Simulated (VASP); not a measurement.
Wanted: the native input for a VASP 6.6.1 run.

* Task: single point
* Functional: PBEsol
* Potentials or basis: VASP PAW PBE potentials, release 64 (Ta_pv)
* Cutoff: 520 eV
* k mesh: 26 × 26 × 26
* Occupations: gaussian, width 0.15 eV
* Spin: no spin polarisation
* Dipole correction: no
* Further INCAR settings: ALGO = Fast; EDIFF = 1e-06; NBANDS = 12

The structure of Ta lies in POSCAR:

```
Ta
1.0
   -1.7058701527      1.7058701527      1.6402597622
    1.7058701527     -1.7058701527      1.6402597622
    1.7058701527      1.7058701527     -1.6402597622
Ta
1
Direct
    0.0000000000      0.0000000000      0.0000000000
```

This cell differs from its parent crystal: strain +0.040 along x and y, +0.000 along z.

The input as run:

INCAR

```
SYSTEM = Ta
  PREC = Accurate
  ENCUT = 520
  EDIFF = 1E-6
  ISMEAR = 0
  SIGMA = 0.15
  LREAL = .FALSE.
  LASPH = .TRUE.
  NELM = 100
  ALGO = Fast
  ISIF = 2
  LWAVE = .FALSE.
  LCHARG = .FALSE.
  GGA = PS
  NBANDS = 12
```

KPOINTS

```
Automatic mesh
0
G
  26 26 26
  0 0 0
```

Potentials or basis: VASP PAW PBE potentials, release 64 (Ta_pv).

The run is started by

```console
$ cat potpaw_PBE.64/Ta_pv/POTCAR > POTCAR
$ mpirun -np 1 vasp_std > vasp.out
```

Results of the run:

* Pressure: -13.7 GPa
* Band gap on the k mesh: zero (an odd number of electrons rules out a gap without spin polarisation)

Caveat: the cell differs from its parent crystal (strain +0.040 along x and y, +0.000 along z); the cell stands under tension; the PAW data sets were made with another functional, which shifts forces and pressure a little; spin-orbit coupling is left out, which moves the levels of the heavy elements.

It took 2.2 min on 1 thread of Intel(R) Xeon(R) Platinum 8488C (Sapphire Rapids) (shared host), peak memory 0.39 GiB.
